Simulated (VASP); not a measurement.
# I (Im-3m) in VASP: a series of runs, part 2 of 3

VASP 6.6.1.

### 3 Single point, LDA

This run uses another cell than the first one, of 36.48 Å³/atom, 1.020 times its volume.

Input file INCAR:

```
SYSTEM = I
PREC = Accurate ; ENCUT = 500
EDIFF = 1E-6 ; ISMEAR = -1
SIGMA = 0.1 ; LREAL = .FALSE.
LASPH = .TRUE. ; NELM = 120
ALGO = Normal ; ISIF = 2
LWAVE = .FALSE. ; LCHARG = .FALSE.
NBANDS = 10 ; GGA_COMPAT = .FALSE.
```

Input file KPOINTS:

```
Automatic mesh
0
G
  10 10 10
  0 0 0
```

Input file POSCAR:

```
I
1.0
   -2.0893750000      2.0893750000      2.0893750000
    2.0893750000     -2.0893750000      2.0893750000
    2.0893750000      2.0893750000     -2.0893750000
I
1
Direct
    0.0000000000      0.0000000000      0.0000000000
```

Potentials or basis: VASP PAW LDA potentials, release 64 (I).

Launch:

```bash
$ cat potpaw_LDA.64/I/POTCAR > POTCAR
$ mpirun -np 1 vasp_std > vasp.out
```

OUTCAR:

```text
SYSTEM = I
   PREC = Accurate
   ENCUT = 500
   EDIFF = 1E-6
   ISMEAR = -1
   LREAL = .FALSE.
   LASPH = .TRUE.
   NELM = 120
   ISIF = 2

 ion  position               nearest neighbor table
   1  0.000  0.000  0.000-

  LATTYP: Found a body centered cubic cell.
 ALAT       =     4.1787500000

  Lattice vectors:

 A1 = (  -2.0893750000,   2.0893750000,   2.0893750000)
 A2 = (   2.0893750000,  -2.0893750000,   2.0893750000)
 A3 = (   2.0893750000,   2.0893750000,  -2.0893750000)

Analysis of symmetry for initial positions (statically):
=====================================================================
 Subroutine PRICEL returns:
 Original cell was already a primitive cell.

 Routine SETGRP: Setting up the symmetry group for a
 body centered cubic supercell.

 Subroutine GETGRP returns: Found 48 space group operations
 (whereof 48 operations were pure point group operations)
 out of a pool of 48 trial point group operations.

The static configuration has the point symmetry O_h .

Analysis of symmetry for dynamics (positions and initial velocities):
=====================================================================
 Subroutine PRICEL returns:
 Original cell was already a primitive cell.

 Routine SETGRP: Setting up the symmetry group for a
 body centered cubic supercell.

 Subroutine GETGRP returns: Found 48 space group operations
 (whereof 48 operations were pure point group operations)
 out of a pool of 48 trial point group operations.

The dynamic configuration has the point symmetry O_h .

 Subroutine INISYM returns: Found 48 space group operations
 (whereof 48 operations are pure point group operations),
 and found     1 'primitive' translations

----------------------------------------------------------------------------------------

                                     Primitive cell

  volume of cell :      36.4846

  direct lattice vectors                    reciprocal lattice vectors
    -2.089375000  2.089375000  2.089375000     0.000000000  0.239306013  0.239306013
     2.089375000 -2.089375000  2.089375000     0.239306013  0.000000000  0.239306013
     2.089375000  2.089375000 -2.089375000     0.239306013  0.239306013  0.000000000

  length of vectors
     3.618903656  3.618903656  3.618903656     0.338429809  0.338429809  0.338429809

  position of ions in fractional coordinates (direct lattice)
     0.000000000  0.000000000  0.000000000

  ion indices of the primitive-cell ions
   primitive index   ion index
                 1           1

----------------------------------------------------------------------------------------

 KPOINTS: Automatic mesh

Automatic generation of k-mesh.
 Grid dimensions read from file:
 generate k-points for:   10   10   10

 Generating k-lattice:

  Cartesian coordinates                     Fractional coordinates (reciprocal lattice)
     0.000000000  0.023930601  0.023930601     0.100000000  0.000000000  0.000000000
     0.023930601  0.000000000  0.023930601     0.000000000  0.100000000  0.000000000
     0.023930601  0.023930601  0.000000000     0.000000000  0.000000000  0.100000000

  Length of vectors
     0.033842981  0.033842981  0.033842981

  Shift w.r.t. Gamma in fractional coordinates (k-lattice)
     0.000000000  0.000000000  0.000000000

 Subroutine IBZKPT returns following result:
 ===========================================

 Found     47 irreducible k-points:

 Following reciprocal coordinates:
            Coordinates               Weight
  0.000000  0.000000  0.000000      1.000000
  0.100000  0.000000  0.000000     12.000000
  0.200000  0.000000  0.000000     12.000000
  0.300000  0.000000  0.000000     12.000000
  0.400000  0.000000  0.000000     12.000000
  0.500000  0.000000  0.000000      6.000000
[... 16 lines left out ...]
  0.300000  0.300000  0.100000      8.000000
 -0.300000  0.300000  0.100000     24.000000
 [... further k-points ...]
   k-points           NKPTS =     47   k-points in BZ     NKDIM =     47   number of bands    NBANDS=     10
   number of dos      NEDOS =    301   number of ions     NIONS =      1
   total plane-waves  NPLWV =  21952
   dimension x,y,z NGX =    28 NGY =   28 NGZ =   28
   dimension x,y,z NGXF=    56 NGYF=   56 NGZF=   56
   ions per type =               1
   NGX,Y,Z   is equivalent  to a cutoff of  12.86, 12.86, 12.86 a.u.
   NGXF,Y,Z  is equivalent  to a cutoff of  25.73, 25.73, 25.73 a.u.
 SYSTEM =  I
   PREC   = accura    normal or accurate (medium, high low for compatibility)
   ISTART =      0    job   : 0-new  1-cont  2-samecut
   ICHARG =      2    charge: 1-file 2-atom 10-const
   ISPIN  =      1    spin polarized calculation?
   LNONCOLLINEAR =      F non collinear calculations
   LSORBIT =      F    spin-orbit coupling
   LASPH  =      T    aspherical Exc in radial PAW
   ENCUT  =  500.0 eV  36.75 Ry    6.06 a.u.   6.60  6.60  6.60*2*pi/ulx,y,z
   NELM   =    120;   NELMIN=  2; NELMDL= -5     # of ELM steps
   EDIFF  = 0.1E-05   stopping-criterion for ELM
   LREAL  =      F    real-space projection
   EDIFFG = 0.1E-04   stopping-criterion for IOM
   NSW    =      0    number of steps for IOM
   IBRION =     -1    ionic relax: 0-MD 1-quasi-New 2-CG
   NFREE  =      0    steps in history (QN), initial steepest desc. (CG)
   ISIF   =      2    stress and relaxation
   ISYM   =      2    0-nonsym 1-usesym 2-fastsym
   POTIM  = 0.5000    time-step for ionic-motion
   TEBEG  =    0.0;   TEEND  =   0.0 temperature during run
   PSTRESS=    0.0 pullay stress
   NELECT =       7.0000    total number of electrons
   NUPDOWN=      -1.0000    fix difference up-down
   EMIN   =  10.00;   EMAX   =-10.00  energy-range for DOS
   EFERMI =   0.00;   METHOD = LEGACY
   ISMEAR =    -1;   SIGMA  =   0.10  broadening in eV -4-tet -1-fermi 0-gaus
   EFERMI_NEDOS =   21; number of points for ismear=-14 and -15
   IALGO  =     38    algorithm
   IMIX   =      4    mixing-type and parameters
     AMIX     =   0.40;   BMIX     =  1.00
     AMIX_MAG =   1.60;   BMIX_MAG =  1.00
  volume/ion in A,a.u.               =      36.48       246.21
  Fermi-wavevector in a.u.,A,eV,Ry     =   0.944215  1.784309 12.130177  0.891543
  Thomas-Fermi vector in A             =   2.071999
   LORBIT       =      0    0 simple, 1 ext, 2 COOP (PROOUT), +10 PAW based schemes
   GGA     = CA    functional components
   LHFCALC =     F    Hartree Fock is set to
   AEXX    =    0.0000 exact exchange contribution
   IVDW    =     0    specifies the selected vdW correction
   LEPSILON=     F    determine dielectric tensor
   LRPA    =     F    only Hartree local field effects (RPA)
 non-spin polarized calculation
  energy-cutoff  :      500.00
  volume of cell :       36.48
 maximum number of plane-waves:       959
 NGX is ok and might be reduce to    28
   NGX = 13   NGY = 13   NGZ = 13

 number of electron       7.0000000 magnetization

 Free energy of the ion-electron system (eV)
  ---------------------------------------------------
  ext. energy  EPLUGINS =         0.00000000
  ---------------------------------------------------
  free energy    TOTEN  =        -1.64996945 eV

  energy without entropy =       -1.58386346  energy(sigma->0) =       -1.61691645

 E-fermi :   3.9504     XC(G=0):  -9.1973

 val. band max:        3.9297484358   @ k =  -0.2000   0.3000   0.1000
 cond. band min:       3.9792302714   @ k =   0.3000   0.2000   0.0000
 fundamental gap:      0.0494818356
 Fermi energy:         3.9504203778

 k-point     1 :       0.0000    0.0000    0.0000
  band No.  band energies     occupation
      1      -9.3745      2.00000
      2       4.7408      0.00074
      3       4.7408      0.00074
      4       4.7408      0.00074
      5      10.5548      0.00000
      6      13.7171      0.00000
      7      13.7171      0.00000
      8      13.7171      0.00000
      9      15.8802      0.00000
     10      15.8802      0.00000
[... 287 lines left out ...]
 k-point    24 :      -0.3000    0.3000    0.1000
  band No.  band energies     occupation
      1      -8.4770      2.00000
      2       1.1669      2.00000
      3       3.4031      1.99164
      4       4.0919      0.39106
      5      10.8369      0.00000
      6      12.2015      0.00000
      7      13.0446      0.00000
      8      15.9961      0.00000
      9      17.1012      0.00000
     10      17.9652      0.00000

 [... further k-points ...]

------------------------ aborting loop because EDIFF is reached ----------------------------------------

  FORCE on cell =-STRESS in cart. coord.  units (eV):
  Direction    XX          YY          ZZ          XY          YZ          ZX
  --------------------------------------------------------------------------------------
  -------------------------------------------------------------------------------------
  Total       -0.7735097     -0.7735097     -0.7735097      0.0000000     -0.0000000      0.0000000
  in kB      -33.9677819    -33.9677819    -33.9677819      0.0000000     -0.0000000      0.0000000
  external PRESSURE =     -33.9677819 kB  Pullay stress =       0.0000000 kB

 VOLUME and BASIS-vectors are now :
 -----------------------------------------------------------------------------
  energy-cutoff  :      500.00
  volume of cell :       36.48
      direct lattice vectors                 reciprocal lattice vectors
    -2.089375000  2.089375000  2.089375000     0.000000000  0.239306013  0.239306013
     2.089375000 -2.089375000  2.089375000     0.239306013  0.000000000  0.239306013
     2.089375000  2.089375000 -2.089375000     0.239306013  0.239306013  0.000000000

 POSITION                                       TOTAL-FORCE (eV/Angst)
 -----------------------------------------------------------------------------------
      0.00000      0.00000      0.00000         0.000000      0.000000      0.000000
 -----------------------------------------------------------------------------------
    total drift:                                0.000000      0.000000      0.000000

  FREE ENERGIE OF THE ION-ELECTRON SYSTEM (eV)
  ---------------------------------------------------
  free  energy   TOTEN  =        -1.6499694462 eV

  energy  without entropy=       -1.5838634630  energy(sigma->0) =       -1.61691645
```

OSZICAR:

```text
N       E                     dE             d eps       ncg     rms          rms(c)
DAV:   1     0.187744715274E+02    0.18774E+02   -0.24344E+03   940   0.478E+02
DAV:   2    -0.889707614698E+00   -0.19664E+02   -0.19307E+02  1222   0.834E+01
DAV:   3    -0.164764281432E+01   -0.75794E+00   -0.73825E+00  1148   0.158E+01
DAV:   4    -0.165469743570E+01   -0.70546E-02   -0.70502E-02  1192   0.194E+00
DAV:   5    -0.165478184754E+01   -0.84412E-04   -0.84410E-04  1124   0.195E-01    0.340E+00
DAV:   6    -0.165092732912E+01    0.38545E-02   -0.48243E-03  1094   0.284E-01    0.207E+00
DAV:   7    -0.165006594299E+01    0.86139E-03   -0.70504E-03  1052   0.344E-01    0.180E-01
DAV:   8    -0.164997026188E+01    0.95681E-04   -0.53035E-04  1040   0.109E-01    0.223E-02
DAV:   9    -0.164996944622E+01    0.81565E-06   -0.88016E-06  1146   0.205E-02
   1 F= -.16499694E+01 E0= -.16169165E+01  d E =-.661060E-01
```

Run time: 7.7 s. Hardware: 1 thread of Intel Xeon Platinum 8488C (Sapphire Rapids), shared host; peak memory 0.14 GiB.

What came out:

* Free energy: -1.6500 eV
* Pressure: -3.4 GPa

Caveat: spin-orbit coupling is left out, which moves the levels of the heavy elements; an odd number of electrons without spin polarisation forces a metal; a magnetic or distorted state may lie lower.

(Part 2 of 3 ends here.)
